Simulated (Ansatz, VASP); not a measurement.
One calculation of Zn, two programs

```
Zn
1.0
     2.58147    0.00000    0.00000
    -1.29073    2.23562    0.00000
     0.00000    0.00000    5.27121
Zn
2
Direct
  0.33333 0.66667 0.25000
  0.66667 0.33333 0.75000
```

Alike in both runs: task single point; functional PBE; k mesh 24 × 24 × 12; occupations gaussian, width 0.15 eV; no spin polarisation.

```csv
,VASP,Ansatz
version,VASP 6.6.1,Ansatz 0.2.0
potentials or method,"VASP PAW PBE potentials, release 64 (Zn), cutoff 520 eV","scalar-relativistic, plane waves, PAW"
valence electrons in the cell,24,24
```

```tsv
	VASP	Ansatz	Ansatz less VASP
gap on the k mesh at the Fermi level (eV)	none	none	-
pressure (GPa)	3.3	2.4	-0.86
traceless stress, the component that is largest in VASP (GPa)	-2.97	-2.75	+0.222
```

A gap of «none» marks a metal or a gap that the smearing closes. The functional is the same, so the differences come from potentials, cutoffs and numerics.
